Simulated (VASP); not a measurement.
# Y in VASP: notebook

The runs below take Y through single point, with PBEsol.

Everything below comes from runs of VASP 6.6.1. Logs are shortened: lines on timing, memory, paths and dates and some standing lists are left out, and cuts for length are marked.

## Step 1: The cell of the first run

The cell holds a wire or tube with vacuum around it, 2 atoms: a = 11.800 Å, b = 9.300 Å, c = 3.320 Å, α = 90.00°, β = 90.00°, γ = 90.00°.

## Step 2: Single point, PBEsol, collinear spin

File INCAR:

```
PREC = Accurate
ENCUT = 520
EDIFF = 1E-6
ISMEAR = 0
SIGMA = 0.05
LREAL = False
LASPH = True
NELM = 150
ALGO = Normal
ISIF = 2
LWAVE = False
LCHARG = False
ISPIN = 2
MAGMOM = 1.5 1.5
LORBIT = 11
LMAXMIX = 4
GGA = PS
NBANDS = 22
```

File KPOINTS:

```
Automatic mesh
0
Gamma
  1 1 19
```

File POSCAR:

```
Y
1.0
   11.8000000000      0.0000000000      0.0000000000
    0.0000000000      9.3000000000      0.0000000000
    0.0000000000      0.0000000000      3.3200931672
Y
2
Direct
    0.3805530920      0.5000000000      0.0000000000
    0.6194469080      0.5000000000      0.5000000000
```

Potentials or basis: VASP PAW PBE potentials, release 64 (Y_sv).

Started as:

```sh
$ cat potpaw_PBE.64/Y_sv/POTCAR > POTCAR
$ mpirun -np 1 vasp_std > vasp.out
```

OUTCAR:

```text
PREC = Accurate
   ENCUT = 520
   EDIFF = 1E-6
   ISMEAR = 0
   LREAL = False
   LASPH = True
   NELM = 150
   ISIF = 2
   ISPIN = 2
   LORBIT = 11
   GGA = PS

 ion  position               nearest neighbor table
   1  0.381  0.500  0.000-   2 3.27   2 3.27
   2  0.619  0.500  0.500-   1 3.27   1 3.27

  LATTYP: Found a simple orthorhombic cell.
 ALAT       =     3.3200931672
 B/A-ratio  =     2.8011262129
 C/A-ratio  =     3.5541171304

  Lattice vectors:

 A1 = (   0.0000000000,   0.0000000000,  -3.3200931672)
 A2 = (   0.0000000000,   9.3000000000,   0.0000000000)
 A3 = (  11.8000000000,   0.0000000000,   0.0000000000)

Analysis of symmetry for initial positions (statically):
=====================================================================
 Subroutine PRICEL returns:
 Original cell was already a primitive cell.

 Routine SETGRP: Setting up the symmetry group for a
 simple orthorhombic supercell.

 Subroutine GETGRP returns: Found  8 space group operations
 (whereof  4 operations were pure point group operations)
 out of a pool of  8 trial point group operations.

The static configuration has the point symmetry C_2v.
 The point group associated with its full space group is D_2h.

Analysis of symmetry for dynamics (positions and initial velocities):
=====================================================================
 Subroutine PRICEL returns:
 Original cell was already a primitive cell.

 Routine SETGRP: Setting up the symmetry group for a
 simple orthorhombic supercell.

 Subroutine GETGRP returns: Found  8 space group operations
 (whereof  4 operations were pure point group operations)
 out of a pool of  8 trial point group operations.

The dynamic configuration has the point symmetry C_2v.
 The point group associated with its full space group is D_2h.

Analysis of structural, dynamic, and magnetic symmetry:
=====================================================================
 Subroutine PRICEL returns:
 Original cell was already a primitive cell.

 Routine SETGRP: Setting up the symmetry group for a
 simple orthorhombic supercell.

 Subroutine GETGRP returns: Found  8 space group operations
 (whereof  4 operations were pure point group operations)
 out of a pool of  8 trial point group operations.

The overall configuration has the point symmetry C_2v.
 The point group associated with its full space group is D_2h.

 Subroutine INISYM returns: Found  8 space group operations
 (whereof  4 operations are pure point group operations),
 and found     1 'primitive' translations

----------------------------------------------------------------------------------------

                                     Primitive cell

  volume of cell :     364.3470

  direct lattice vectors                    reciprocal lattice vectors
    11.800000000  0.000000000  0.000000000     0.084745763  0.000000000  0.000000000
     0.000000000  9.300000000  0.000000000     0.000000000  0.107526882  0.000000000
     0.000000000  0.000000000  3.320093167     0.000000000  0.000000000  0.301196367

  length of vectors
    11.800000000  9.300000000  3.320093167     0.084745763  0.107526882  0.301196367

  position of ions in fractional coordinates (direct lattice)
     0.380553092  0.500000000  0.000000000
     0.619446908  0.500000000  0.500000000

  ion indices of the primitive-cell ions
   primitive index   ion index
                 1           1
                 2           2

----------------------------------------------------------------------------------------

 KPOINTS: Automatic mesh

Automatic generation of k-mesh.
 Grid dimensions read from file:
 generate k-points for:    1    1   19

 Generating k-lattice:

  Cartesian coordinates                     Fractional coordinates (reciprocal lattice)
     0.084745763  0.000000000  0.000000000     1.000000000  0.000000000  0.000000000
     0.000000000  0.107526882  0.000000000     0.000000000  1.000000000  0.000000000
     0.000000000  0.000000000  0.015852440     0.000000000  0.000000000  0.052631579

  Length of vectors
     0.084745763  0.107526882  0.015852440

  Shift w.r.t. Gamma in fractional coordinates (k-lattice)
     0.000000000  0.000000000  0.000000000

 Subroutine IBZKPT returns following result:
 ===========================================

 Found     10 irreducible k-points:

 Following reciprocal coordinates:
            Coordinates               Weight
  0.000000  0.000000  0.000000      1.000000
  0.000000  0.000000  0.052632      2.000000
  0.000000  0.000000  0.105263      2.000000
  0.000000  0.000000  0.157895      2.000000
  0.000000  0.000000  0.210526      2.000000
  0.000000  0.000000  0.263158      2.000000
  0.000000  0.000000  0.315789      2.000000
  0.000000  0.000000  0.368421      2.000000
  0.000000  0.000000  0.421053      2.000000
  0.000000  0.000000  0.473684      2.000000
   k-points           NKPTS =     10   k-points in BZ     NKDIM =     10   number of bands    NBANDS=     22
   number of dos      NEDOS =    301   number of ions     NIONS =      2
   total plane-waves  NPLWV = 176400
   dimension x,y,z NGX =    90 NGY =   70 NGZ =   28
   dimension x,y,z NGXF=   180 NGYF=  140 NGZF=   56
   ions per type =               2
   NGX,Y,Z   is equivalent  to a cutoff of  12.68, 12.51, 14.02 a.u.
   NGXF,Y,Z  is equivalent  to a cutoff of  25.36, 25.03, 28.04 a.u.
 SYSTEM =  unknown system
   PREC   = accura    normal or accurate (medium, high low for compatibility)
   ISTART =      0    job   : 0-new  1-cont  2-samecut
   ICHARG =      2    charge: 1-file 2-atom 10-const
   ISPIN  =      2    spin polarized calculation?
   LNONCOLLINEAR =      F non collinear calculations
   LSORBIT =      F    spin-orbit coupling
   LASPH  =      T    aspherical Exc in radial PAW
   ENCUT  =  520.0 eV  38.22 Ry    6.18 a.u.  21.94 17.29  6.17*2*pi/ulx,y,z
   NELM   =    150;   NELMIN=  2; NELMDL= -5     # of ELM steps
   EDIFF  = 0.1E-05   stopping-criterion for ELM
   LREAL  =      F    real-space projection
   EDIFFG = 0.1E-04   stopping-criterion for IOM
   NSW    =      0    number of steps for IOM
   IBRION =     -1    ionic relax: 0-MD 1-quasi-New 2-CG
   NFREE  =      0    steps in history (QN), initial steepest desc. (CG)
   ISIF   =      2    stress and relaxation
   ISYM   =      2    0-nonsym 1-usesym 2-fastsym
   POTIM  = 0.5000    time-step for ionic-motion
   TEBEG  =    0.0;   TEEND  =   0.0 temperature during run
   PSTRESS=    0.0 pullay stress
   NELECT =      22.0000    total number of electrons
   NUPDOWN=      -1.0000    fix difference up-down
   EMIN   =  10.00;   EMAX   =-10.00  energy-range for DOS
   EFERMI =   0.00;   METHOD = LEGACY
   ISMEAR =     0;   SIGMA  =   0.05  broadening in eV -4-tet -1-fermi 0-gaus
   EFERMI_NEDOS =   21; number of points for ismear=-14 and -15
   IALGO  =     38    algorithm
   IMIX   =      4    mixing-type and parameters
     AMIX     =   0.40;   BMIX     =  1.00
     AMIX_MAG =   1.60;   BMIX_MAG =  1.00
  volume/ion in A,a.u.               =     182.17      1229.37
  Fermi-wavevector in a.u.,A,eV,Ry     =   0.642260  1.213695  5.612369  0.412497
  Thomas-Fermi vector in A             =   1.708871
   LORBIT       =     11    0 simple, 1 ext, 2 COOP (PROOUT), +10 PAW based schemes
   GGA     = PS    functional components
   LHFCALC =     F    Hartree Fock is set to
   AEXX    =    0.0000 exact exchange contribution
   IVDW    =     0    specifies the selected vdW correction
   LEPSILON=     F    determine dielectric tensor
   LRPA    =     F    only Hartree local field effects (RPA)
 spin polarized calculation
 Gauss-broadening in eV      SIGMA  =   0.05
  energy-cutoff  :      520.00
  volume of cell :      364.35
 maximum number of plane-waves:      9833
 NGX is ok and might be reduce to    90
   NGX = 43   NGY = 35   NGZ = 13

 number of electron      22.0000000 magnetization       1.9999974

 Free energy of the ion-electron system (eV)
  ---------------------------------------------------
  ext. energy  EPLUGINS =         0.00000000
  ---------------------------------------------------
  free energy    TOTEN  =        -9.24038570 eV

  energy without entropy =       -9.23428154  energy(sigma->0) =       -9.23733362

 E-fermi :  -1.6794     XC(G=0):  -3.1800

 val. band max:       -1.6828989812   @ k =   0.0000   0.0000   0.0526
 cond. band min:      -1.6762422574   @ k =   0.0000   0.0000   0.1053
 fundamental gap:      0.0066567238
 Fermi energy:        -1.6794092144

 spin component 1

 k-point     1 :       0.0000    0.0000    0.0000
  band No.  band energies     occupation
      1     -45.1776      1.00000
      2     -45.1164      1.00000
      3     -25.4187      1.00000
      4     -25.3506      1.00000
      5     -25.3443      1.00000
      6     -24.8882      1.00000
[... 14 lines left out ...]
     21       1.2549      0.00000
     22       1.7511      0.00000
[... 201 lines left out ...]
 k-point    10 :       0.0000    0.0000    0.4737
  band No.  band energies     occupation
      1     -45.0963      1.00000
      2     -45.0911      1.00000
      3     -25.3991      1.00000
      4     -25.3989      1.00000
      5     -25.3182      1.00000
      6     -25.3120      1.00000
[... 14 lines left out ...]
     21       2.6306      0.00000
     22       2.8225      0.00000
 Fermi energy:        -1.6794092144

 spin component 2

 k-point     1 :       0.0000    0.0000    0.0000
  band No.  band energies     occupation
      1     -44.9457      1.00000
      2     -44.8855      1.00000
      3     -25.1257      1.00000
      4     -25.0593      1.00000
      5     -24.9907      1.00000
      6     -24.6774      1.00000
[... 14 lines left out ...]
     21       1.9678      0.00000
     22       2.2567      0.00000
[... 202 lines left out ...]
  band No.  band energies     occupation
      1     -44.8663      1.00000
      2     -44.8613      1.00000
      3     -25.1021      1.00000
      4     -25.0995      1.00000
      5     -24.9662      1.00000
      6     -24.9605      1.00000
[... 14 lines left out ...]
     21       3.3437      0.00000
     22       3.5090      0.00000

------------------------ aborting loop because EDIFF is reached ----------------------------------------

  FORCE on cell =-STRESS in cart. coord.  units (eV):
  Direction    XX          YY          ZZ          XY          YZ          ZX
  --------------------------------------------------------------------------------------
  -------------------------------------------------------------------------------------
  Total       -0.9837095     -0.0619120     -0.0651292      0.0000000      0.0000000      0.0000000
  in kB       -4.3257581     -0.2722516     -0.2863987      0.0000000      0.0000000      0.0000000
  external PRESSURE =      -1.6281361 kB  Pullay stress =       0.0000000 kB

 VOLUME and BASIS-vectors are now :
 -----------------------------------------------------------------------------
  energy-cutoff  :      520.00
  volume of cell :      364.35
      direct lattice vectors                 reciprocal lattice vectors
    11.800000000  0.000000000  0.000000000     0.084745763  0.000000000  0.000000000
     0.000000000  9.300000000  0.000000000     0.000000000  0.107526882  0.000000000
     0.000000000  0.000000000  3.320093167     0.000000000  0.000000000  0.301196367

 POSITION                                       TOTAL-FORCE (eV/Angst)
 -----------------------------------------------------------------------------------
      4.49053      4.65000      0.00000         0.423628      0.000000      0.000000
      7.30947      4.65000      1.66005        -0.423628      0.000000      0.000000
 -----------------------------------------------------------------------------------
    total drift:                                0.000000      0.000000      0.000000

  FREE ENERGIE OF THE ION-ELECTRON SYSTEM (eV)
  ---------------------------------------------------
  free  energy   TOTEN  =        -9.2403856985 eV

  energy  without entropy=       -9.2342815356  energy(sigma->0) =       -9.23733362

 total charge

# of ion       s       p       d       f       tot
--------------------------------------------------
    1        2.333   6.060   0.965   0.006   9.365
    2        2.333   6.060   0.965   0.006   9.365
--------------------------------------------------
tot          4.667  12.119   1.931   0.012  18.729

 magnetization (x)

# of ion       s       p       d       f       tot
--------------------------------------------------
    1        0.006   0.072   0.447   0.003   0.529
    2        0.006   0.072   0.447   0.003   0.529
--------------------------------------------------
tot          0.013   0.145   0.894   0.006   1.057
```

Wall time 2.4 min (1 thread of Intel Xeon 6975P-C (Granite Rapids), shared host); peak memory 0.59 GiB.

Results:

```
Free energy                                           : -9.2404 eV
Largest force                                         : 0.424 eV/Å
Band gap on the k mesh                                : zero (filled and empty bands overlap)
Net moment                                            : 2.00 μB per cell
Site moments                                          : Y +0.53 μB
Valence electrons inside the program's atomic spheres : Y 9.37
```

Forces in eV/Å, atoms in the order of the input:
```
Y    0.424  0.000  0.000
Y   -0.424  0.000  0.000
```

Caveat: the PAW data sets were made with another functional, which shifts forces and pressure a little.

## Step 3: Single point, PBEsol, collinear spin

This run uses another cell than the first one.

File INCAR:

```
ALGO = Normal
EDIFF = 1E-6
ENCUT = 520
GGA = PS
ISIF = 2
ISMEAR = 0
ISPIN = 2
LASPH = T
LCHARG = T
LELF = T
LMAXMIX = 4
LORBIT = 11
LREAL = F
LVHAR = T
LWAVE = F
MAGMOM = 1.5 1.5
NBANDS = 22
NELM = 150
PREC = Accurate
SIGMA = 0.05
```

File KPOINTS:

```
k-points
0
Gamma
  1 1 19
```

File POSCAR:

```
Y
1.0
   11.8000000000      0.0000000000      0.0000000000
    0.0000000000      9.3000000000      0.0000000000
    0.0000000000      0.0000000000      3.3481855600
Y
2
Direct
    0.3852866900      0.5000000000      0.0000000000
    0.6147133100      0.5000000000      0.5000000000
```

Potentials or basis: VASP PAW PBE potentials, release 64 (Y_sv).

Started as:

```sh
$ cat potpaw_PBE.64/Y_sv/POTCAR > POTCAR
$ mpirun -np 1 vasp_std > vasp.out
```

Wall time 2.2 min (1 thread of Intel Xeon 6975P-C (Granite Rapids), shared host); peak memory 0.59 GiB.

It converged, with:

| Property | Result |
| --- | --- |
| Free energy | -9.2655 eV |
| Largest force | 0.012 eV/Å |
| Net moment | 2.00 μB per cell |
| Site moments | Y +0.53 μB |
| Valence electrons inside the program's atomic spheres | Y 9.40 |

Forces in eV/Å, atoms in the order of the input:
```
Y    0.012  0.000  0.000
Y   -0.012  0.000  0.000
```

Levels at points of the mesh, in eV from the Fermi level:
Spin up:
| k point | band 10 | band 11 | band 12 | band 13 | band 14 | band 15 |
| --- | --- | --- | --- | --- | --- | --- |
| (0.00, 0.00, 0.00) | -1.96 | -0.71 | -0.08 | 0.01 | 0.71 | 0.74 |
Spin down:
| k point | band 8 | band 9 | band 10 | band 11 | band 12 | band 13 |
| --- | --- | --- | --- | --- | --- | --- |
| (0.00, 0.00, 0.00) | -22.62 | -2.58 | -1.47 | 0.32 | 0.36 | 0.47 |

Caveat: the PAW data sets were made with another functional, which shifts forces and pressure a little.
